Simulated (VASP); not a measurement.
**Al3GaN4: single point with PBEsol**

Crystal: Al3GaN4.

```xyz
16
Lattice="0.0000 -4.4070 0.0000 0.0000 0.0000 -4.4070 9.5640 0.0000 0.0000" Properties=species:S:1:pos:R:3 pbc="T T T"
Al    0.5394   -2.2035   -4.4070
Al    4.9464   -2.2035   -4.4070
Al    0.5394    0.0000   -2.2035
Al    4.9464    0.0000   -2.2035
Al    2.7429   -2.2035   -2.2035
Al    7.1499   -2.2035   -2.2035
Ga    2.7429    0.0000   -4.4070
Ga    7.1499    0.0000   -4.4070
N     1.6178   -1.1251   -3.2819
N     6.0248   -1.1251   -3.2819
N     1.6178   -3.2819   -1.1251
N     6.0248   -3.2819   -1.1251
N     8.2750   -1.1251   -1.1251
N     3.8680   -1.1251   -1.1251
N     8.2750   -3.2819   -3.2819
N     3.8680   -3.2819   -3.2819
```

This cell differs from its parent crystal: the distance across one plane changed.

```json
{
 "Program": "VASP 6.6.1",
 "Task": "single point",
 "Functional": "PBEsol",
 "Potentials or basis": "VASP PAW PBE potentials, release 64 (Al, Ga_d, N)",
 "Cutoff": "520 eV",
 "k mesh": "5 × 5 × 3",
 "Occupations": "gaussian, width 0.05 eV",
 "Spin": "no spin polarisation",
 "Dipole correction": "no",
 "Further INCAR settings": "LREAL = Auto; ALGO = Normal; EDIFF = 1e-07; NBANDS = 56"
}
```

| Quantity | Value |
| --- | --- |
| Pressure | -7.0 GPa |
| Largest force | 4.522 eV/Å |
| Band gap on the k mesh | zero (bands 42 and 43 overlap by 0.33 eV) |

Forces in eV/Å, atoms in the order of the input:
```
Al  -4.522  0.000  0.000
Al   0.833  0.000  0.000
Al  -4.522  0.000  0.000
Al   0.833  0.000  0.000
Al   0.786  0.000  0.000
Al   2.055  0.000  0.000
Ga   0.859  0.000  0.000
Ga   2.091  0.000  0.000
N   -0.775 -0.049  0.049
N   -0.885 -0.015  0.015
N   -0.775  0.049 -0.049
N   -0.885  0.015 -0.015
N    3.269  0.049  0.049
N   -0.816  0.023  0.023
N    3.269 -0.049 -0.049
N   -0.816 -0.023 -0.023
```

Stress tensor (GPa, compression positive):
```
-18.06   0.00   0.00
  0.00  -1.53  -0.69
  0.00  -0.69  -1.53
```

Levels at points of the mesh, in eV from the Fermi level:
```tsv
k point	band 40	band 41	band 42	band 43	band 44	band 45
(0.00, 0.00, 0.00)	-2.36	-1.31	-0.34	-0.33	-0.31	1.21
```

Wall time 4.1 min on 1 thread of AMD EPYC 9R45 96-Core Processor (Zen 5), on a shared host, peak memory 0.32 GiB.

Caveat: the cell differs from its parent crystal (the distance across one plane changed); the stress differs along the axes, from -18 to -2 GPa; semilocal functionals underestimate gaps, and a narrow one can read as zero; the PAW data sets were made with another functional, which shifts forces and pressure a little.
